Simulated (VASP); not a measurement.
# Na (P6_3/mmc) in VASP: a series of runs

Runs on Na. Level: r2SCAN. Tasks: single point.

Program: VASP 6.6.1. These are calculated values, not measurements. Logs are shortened: lines on timing, memory, paths and dates and some standing lists are left out, and cuts for length are marked.

## 1. The cell of the first run

It takes space group P6_3/mmc (No. 194, hexagonal). The conventional cell has a = 3.541 Å, b = 3.541 Å, c = 5.791 Å, α = 90.00°, β = 90.00°, γ = 120.00°. Na (site symmetry -6m2) has 12 Na at 3.54 Å within 4.7 Å.

This isn't the form of Na at room conditions, which is bcc.

## 2. Single point, r2SCAN

POSCAR

```
Na
1.0
    3.5412190024      0.0000000000      0.0000000000
   -1.7706095012      3.0667856165      0.0000000000
    0.0000000000      0.0000000000      5.7905566230
Na
2
Direct
    0.3333333333      0.6666666667      0.2500000000
    0.6666666667      0.3333333333      0.7500000000
```

INCAR.step1

```
ALGO = Normal
EDIFF = 1E-4
ENCUT = 520
GGA = PE
ISMEAR = -1
LASPH = True
LCHARG = False
LREAL = False
LWAVE = True
NBANDS = 14
NELM = 80
PREC = Accurate
SIGMA = 0.08
```

INCAR.step2

```
ALGO = Normal
EDIFF = 1E-6
ENCUT = 520
ISIF = 2
ISMEAR = -1
ISTART = 1
LASPH = True
LCHARG = False
LMIXTAU = True
LREAL = False
LWAVE = False
METAGGA = R2SCAN
NBANDS = 14
NELM = 80
PREC = Accurate
SIGMA = 0.08
```

KPOINTS

```
k-points
0
Gamma
  14 14 8
```

Potentials or basis: VASP PAW PBE potentials, release 64 (Na_pv).

Run with:

```console
> cat potpaw_PBE.64/Na_pv/POTCAR > POTCAR
> cp INCAR.step1 INCAR
> mpirun -np 1 vasp_std > vasp.out
> cp INCAR.step2 INCAR
> mpirun -np 1 vasp_std > vasp.out
```

OUTCAR:

```text
EDIFF = 1E-6
   ENCUT = 520
   ISIF = 2
   ISMEAR = -1
   ISTART = 1
   LASPH = True
   LREAL = False
   METAGGA = R2SCAN
   NELM = 80
   PREC = Accurate

 ion  position               nearest neighbor table
   1  0.333  0.667  0.250-
   2  0.667  0.333  0.750-

  LATTYP: Found a hexagonal cell.
 ALAT       =     3.5412190024
 C/A-ratio  =     1.6351873801

  Lattice vectors:

 A1 = (   3.5412190024,   0.0000000000,   0.0000000000)
 A2 = (  -1.7706095012,   3.0667856165,   0.0000000000)
 A3 = (   0.0000000000,   0.0000000000,   5.7905566230)

Analysis of symmetry for initial positions (statically):
=====================================================================
 Subroutine PRICEL returns:
 Original cell was already a primitive cell.

 Routine SETGRP: Setting up the symmetry group for a
 hexagonal supercell.

 Subroutine GETGRP returns: Found 24 space group operations
 (whereof 12 operations were pure point group operations)
 out of a pool of 24 trial point group operations.

The static configuration has the point symmetry D_3d.
 The point group associated with its full space group is D_6h.

Analysis of symmetry for dynamics (positions and initial velocities):
=====================================================================
 Subroutine PRICEL returns:
 Original cell was already a primitive cell.

 Routine SETGRP: Setting up the symmetry group for a
 hexagonal supercell.

 Subroutine GETGRP returns: Found 24 space group operations
 (whereof 12 operations were pure point group operations)
 out of a pool of 24 trial point group operations.

The dynamic configuration has the point symmetry D_3d.
 The point group associated with its full space group is D_6h.

 Subroutine INISYM returns: Found 24 space group operations
 (whereof 12 operations are pure point group operations),
 and found     1 'primitive' translations

----------------------------------------------------------------------------------------

                                     Primitive cell

  volume of cell :      62.8864

  direct lattice vectors                    reciprocal lattice vectors
     3.541219002  0.000000000  0.000000000     0.282388635  0.163037154  0.000000000
    -1.770609501  3.066785616  0.000000000     0.000000000  0.326074309  0.000000000
     0.000000000  0.000000000  5.790556623     0.000000000  0.000000000  0.172694970

  length of vectors
     3.541219002  3.541219002  5.790556623     0.326074309  0.326074309  0.172694970

  position of ions in fractional coordinates (direct lattice)
     0.333333333  0.666666667  0.250000000
     0.666666667  0.333333333  0.750000000

  ion indices of the primitive-cell ions
   primitive index   ion index
                 1           1
                 2           2

----------------------------------------------------------------------------------------

 KPOINTS: k-points

Automatic generation of k-mesh.
 Grid dimensions read from file:
 generate k-points for:   14   14    8

 Generating k-lattice:

  Cartesian coordinates                     Fractional coordinates (reciprocal lattice)
     0.020170617  0.011645511  0.000000000     0.071428571  0.000000000  0.000000000
     0.000000000  0.023291022  0.000000000     0.000000000  0.071428571  0.000000000
     0.000000000  0.000000000  0.021586871     0.000000000  0.000000000  0.125000000

  Length of vectors
     0.023291022  0.023291022  0.021586871

  Shift w.r.t. Gamma in fractional coordinates (k-lattice)
     0.000000000  0.000000000  0.000000000

 Subroutine IBZKPT returns following result:
 ===========================================

 Found    120 irreducible k-points:

 Following reciprocal coordinates:
            Coordinates               Weight
  0.000000  0.000000  0.000000      1.000000
  0.071429  0.000000  0.000000      6.000000
  0.142857  0.000000  0.000000      6.000000
  0.214286  0.000000  0.000000      6.000000
  0.285714  0.000000  0.000000      6.000000
  0.357143  0.000000  0.000000      6.000000
[... 16 lines left out ...]
  0.285714  0.285714  0.000000      6.000000
  0.357143  0.285714  0.000000      6.000000
 [... further k-points ...]
   k-points           NKPTS =    120   k-points in BZ     NKDIM =    120   number of bands    NBANDS=     14
   number of dos      NEDOS =    301   number of ions     NIONS =      2
   total plane-waves  NPLWV =  37632
   dimension x,y,z NGX =    28 NGY =   28 NGZ =   48
   dimension x,y,z NGXF=    56 NGYF=   56 NGZF=   96
   ions per type =               2
   NGX,Y,Z   is equivalent  to a cutoff of  13.14, 13.14, 13.78 a.u.
   NGXF,Y,Z  is equivalent  to a cutoff of  26.29, 26.29, 27.56 a.u.
 SYSTEM =  unknown system
   PREC   = accura    normal or accurate (medium, high low for compatibility)
   ISTART =      1    job   : 0-new  1-cont  2-samecut
   ICHARG =      0    charge: 1-file 2-atom 10-const
   ISPIN  =      1    spin polarized calculation?
   LNONCOLLINEAR =      F non collinear calculations
   LSORBIT =      F    spin-orbit coupling
   LASPH  =      T    aspherical Exc in radial PAW
   ENCUT  =  520.0 eV  38.22 Ry    6.18 a.u.   6.58  6.58 10.77*2*pi/ulx,y,z
   NELM   =     80;   NELMIN=  2; NELMDL=  0     # of ELM steps
   EDIFF  = 0.1E-05   stopping-criterion for ELM
   LREAL  =      F    real-space projection
   EDIFFG = 0.1E-04   stopping-criterion for IOM
   NSW    =      0    number of steps for IOM
   IBRION =     -1    ionic relax: 0-MD 1-quasi-New 2-CG
   NFREE  =      0    steps in history (QN), initial steepest desc. (CG)
   ISIF   =      2    stress and relaxation
   ISYM   =      2    0-nonsym 1-usesym 2-fastsym
   POTIM  = 0.5000    time-step for ionic-motion
   TEBEG  =    0.0;   TEEND  =   0.0 temperature during run
   PSTRESS=    0.0 pullay stress
   NELECT =      14.0000    total number of electrons
   NUPDOWN=      -1.0000    fix difference up-down
   EMIN   =  10.00;   EMAX   =-10.00  energy-range for DOS
   EFERMI =   0.00;   METHOD = LEGACY
   ISMEAR =    -1;   SIGMA  =   0.08  broadening in eV -4-tet -1-fermi 0-gaus
   EFERMI_NEDOS =   21; number of points for ismear=-14 and -15
   IALGO  =     38    algorithm
   IMIX   =      4    mixing-type and parameters
     AMIX     =   0.40;   BMIX     =  1.00
     AMIX_MAG =   1.60;   BMIX_MAG =  1.00
  volume/ion in A,a.u.               =      31.44       212.19
  Fermi-wavevector in a.u.,A,eV,Ry     =   0.992199  1.874984 13.394369  0.984458
  Thomas-Fermi vector in A             =   2.123994
   LORBIT       =      0    0 simple, 1 ext, 2 COOP (PROOUT), +10 PAW based schemes
   METAGGA = R2SCAN    functional components
   LHFCALC =     F    Hartree Fock is set to
   AEXX    =    0.0000 exact exchange contribution
   IVDW    =     0    specifies the selected vdW correction
   LEPSILON=     F    determine dielectric tensor
   LRPA    =     F    only Hartree local field effects (RPA)
 non-spin polarized calculation
  energy-cutoff  :      520.00
  volume of cell :       62.89
 maximum number of plane-waves:      1737
 NGX is ok and might be reduce to    28
   NGX = 13   NGY = 13   NGZ = 21

 number of electron      14.0000016 magnetization

 Free energy of the ion-electron system (eV)
  ---------------------------------------------------
  ext. energy  EPLUGINS =         0.00000000
  ---------------------------------------------------
  free energy    TOTEN  =        -7.05463664 eV

  energy without entropy =       -7.03771057  energy(sigma->0) =       -7.04617361

 E-fermi :   0.8545     XC(G=0):  -7.4081

 val. band max:        0.7974349875   @ k =   0.2143   0.0714   0.2500
 cond. band min:       0.8642112742   @ k =   0.2857   0.2143   0.3750
 fundamental gap:      0.0667762867
 Fermi energy:         0.8545043118

 k-point     1 :       0.0000    0.0000    0.0000
  band No.  band energies     occupation
      1     -25.0865      2.00000
      2     -25.0318      2.00000
      3     -25.0315      2.00000
      4     -25.0235      2.00000
      5     -25.0232      2.00000
      6     -25.0232      2.00000
      7      -2.9993      2.00000
      8       1.3728      0.00307
      9       2.1978      0.00000
     10      12.4669      0.00000
     11      12.4676      0.00000
     12      12.9621      0.00000
     13      13.2352      0.00000
     14      13.2355      0.00000

 k-point     2 :       0.0714    0.0000    0.0000
  band No.  band energies     occupation
      1     -25.0854      2.00000
      2     -25.0339      2.00000
      3     -25.0325      2.00000
      4     -25.0257      2.00000
      5     -25.0238      2.00000
      6     -25.0235      2.00000
      7      -2.9090      2.00000
      8       1.4513      0.00115
      9       2.2822      0.00000
     10      10.9342      0.00000
     11      11.9248      0.00000
     12      12.4320      0.00000
     13      13.8070      0.00000
     14      13.8364      0.00000

 k-point     3 :       0.1429    0.0000    0.0000
  band No.  band energies     occupation
      1     -25.0823      2.00000
      2     -25.0406      2.00000
      3     -25.0345      2.00000
      4     -25.0326      2.00000
      5     -25.0249      2.00000
      6     -25.0247      2.00000
      7      -2.6392      2.00000
      8       1.6873      0.00006
      9       2.5313      0.00000
     10       9.0798      0.00000
     11      11.2264      0.00000
     12      11.3385      0.00000
     13      12.9021      0.00000
     14      13.9976      0.00000

 k-point     4 :       0.2143    0.0000    0.0000
  band No.  band energies     occupation
      1     -25.0775      2.00000
      2     -25.0504      2.00000
      3     -25.0422      2.00000
      4     -25.0374      2.00000
      5     -25.0266      2.00000
      6     -25.0265      2.00000
      7      -2.1932      2.00000
      8       2.0815      0.00000
      9       2.9281      0.00000
     10       7.3199      0.00000
     11      10.2755      0.00000
     12      10.6303      0.00000
     13      11.0828      0.00000
     14      13.4780      0.00000

 k-point     5 :       0.2857    0.0000    0.0000
  band No.  band energies     occupation
      1     -25.0716      2.00000
      2     -25.0614      2.00000
      3     -25.0528      2.00000
      4     -25.0406      2.00000
      5     -25.0293      2.00000
      6     -25.0284      2.00000
      7      -1.5763      2.00000
      8       2.6351      0.00000
      9       3.4084      0.00000
     10       5.7524      0.00000
     11       9.2467      0.00000
[... 276 lines left out ...]
 k-point    22 :       0.3571    0.2143    0.0000
  band No.  band energies     occupation
      1     -25.0743      2.00000
      2     -25.0649      2.00000
      3     -25.0554      2.00000
      4     -25.0536      2.00000
      5     -25.0437      2.00000
      6     -25.0407      2.00000
      7       1.1998      0.02636
      8       2.3812      0.00000
      9       4.4270      0.00000
     10       5.2619      0.00000
     11       6.4140      0.00000
     12       6.5475      0.00000
     13       8.6662      0.00000
     14       8.7078      0.00000

 k-point    23 :       0.2857    0.2857    0.0000
  band No.  band energies     occupation
      1     -25.0714      2.00000
      2     -25.0645      2.00000
      3     -25.0563      2.00000
      4     -25.0528      2.00000
      5     -25.0473      2.00000
      6     -25.0413      2.00000
      7       1.1266      0.06451
      8       3.2792      0.00000
      9       3.4531      0.00000
     10       5.1868      0.00000
     11       6.5664      0.00000
     12       7.4223      0.00000
     13       7.4907      0.00000
     14       9.1294      0.00000

 k-point    24 :       0.3571    0.2857    0.0000
  band No.  band energies     occupation
      1     -25.0713      2.00000
      2     -25.0616      2.00000
      3     -25.0605      2.00000
      4     -25.0498      2.00000
      5     -25.0494      2.00000
      6     -25.0443      2.00000
      7       1.9973      0.00000
      8       2.3769      0.00000
      9       3.3262      0.00000
     10       6.1385      0.00000
     11       6.3366      0.00000
     12       6.8632      0.00000
     13       7.3794      0.00000
     14       8.8960      0.00000

 [... further k-points ...]

------------------------ aborting loop because EDIFF is reached ----------------------------------------

  FORCE on cell =-STRESS in cart. coord.  units (eV):
  Direction    XX          YY          ZZ          XY          YZ          ZX
  --------------------------------------------------------------------------------------
  -------------------------------------------------------------------------------------
  Total        0.7875525      0.7875525      0.7826546      0.0000000      0.0000000      0.0000000
  in kB       20.0647413     20.0647413     19.9399574      0.0000000      0.0000000      0.0000000
  external PRESSURE =      20.0231467 kB  Pullay stress =       0.0000000 kB

 VOLUME and BASIS-vectors are now :
 -----------------------------------------------------------------------------
  energy-cutoff  :      520.00
  volume of cell :       62.89
      direct lattice vectors                 reciprocal lattice vectors
     3.541219002  0.000000000  0.000000000     0.282388635  0.163037154  0.000000000
    -1.770609501  3.066785616  0.000000000     0.000000000  0.326074309  0.000000000
     0.000000000  0.000000000  5.790556623     0.000000000  0.000000000  0.172694970

 POSITION                                       TOTAL-FORCE (eV/Angst)
 -----------------------------------------------------------------------------------
     -0.00000      2.04452      1.44764         0.000000      0.000000      0.000000
      1.77061      1.02226      4.34292        -0.000000     -0.000000     -0.000000
 -----------------------------------------------------------------------------------
    total drift:                               -0.000000      0.000000      0.000000

  FREE ENERGIE OF THE ION-ELECTRON SYSTEM (eV)
  ---------------------------------------------------
  free  energy   TOTEN  =        -7.0546366423 eV

  energy  without entropy=       -7.0377105681  energy(sigma->0) =       -7.04617361
```

Run time: 7.4 min. Hardware: 1 thread of Oxide Virtual Turin-like, shared host; peak memory 0.2 GiB.

What came out:

* Free energy: -7.0546 eV
* Pressure: 2.0 GPa
* Band gap on the k mesh: zero (bands 7 and 8 overlap by 4.72 eV)

Caveat: the PAW data sets were made with another functional, which shifts forces and pressure a little.

## 3. Single point, r2SCAN

This run uses another cell than the first one, of 33.97 Å³/atom.

POSCAR

```
Na
1.0
    3.6338486736      0.0000000000      0.0000000000
   -1.8169243368      3.1470052648      0.0000000000
    0.0000000000      0.0000000000      5.9411233003
Na
2
Direct
    0.3333333333      0.6666666667      0.2500000000
    0.6666666667      0.3333333333      0.7500000000
```

INCAR.step1

```
SYSTEM = Na
PREC = Accurate
ENCUT = 520
ISMEAR = -1
SIGMA = 0.08
LREAL = .False.
LASPH = .True.
NELM = 60
NBANDS = 14
GGA = PE
ALGO = Normal
EDIFF = 1E-4
LWAVE = .True.
LCHARG = .False.
```

INCAR.step2

```
SYSTEM = Na
PREC = Accurate
ENCUT = 520
EDIFF = 1E-6
ISMEAR = -1
SIGMA = 0.08
LREAL = .False.
LASPH = .True.
NELM = 60
ALGO = Normal
ISIF = 2
LWAVE = .False.
LCHARG = .False.
METAGGA = R2SCAN
LMIXTAU = .True.
NBANDS = 14
ISTART = 1
```

KPOINTS

```
regular mesh
0
Gamma
  14 14 8
  0 0 0
```

Potentials or basis: VASP PAW PBE potentials, release 64 (Na_pv).

Run with:

```console
> cat potpaw_PBE.64/Na_pv/POTCAR > POTCAR
> cp INCAR.step1 INCAR
> mpirun -np 1 vasp_std > vasp.out
> cp INCAR.step2 INCAR
> mpirun -np 1 vasp_std > vasp.out
```

Run time: 8.7 min. Hardware: 1 thread of Oxide Virtual Turin-like, shared host; peak memory 0.2 GiB.

It converged, with:

| Property | Result |
| --- | --- |
| Free energy | -7.0985 eV |
| Pressure | 1.0 GPa |
| Band gap on the k mesh | zero (bands 7 and 8 overlap by 4.52 eV) |

Levels at points of the mesh, in eV from the Fermi level:
| k point | band 5 | band 6 | band 7 | band 8 | band 9 | band 10 |
| --- | --- | --- | --- | --- | --- | --- |
| (0.00, 0.00, 0.00) | -25.93 | -25.93 | -3.68 | 0.51 | 1.26 | 11.16 |
| (0.50, 0.00, 0.00) | -25.94 | -25.94 | 0.20 | 0.51 | 4.16 | 4.36 |
| (0.00, 0.00, 0.50) | -25.93 | -25.93 | -2.51 | -2.51 | 6.23 | 6.23 |
| (0.50, 0.00, 0.50) | -25.94 | -25.94 | 1.11 | 1.11 | 1.87 | 1.87 |

Caveat: the PAW data sets were made with another functional, which shifts forces and pressure a little.

The gap in the log of VASP goes by the Fermi energy; the results here count the filled bands.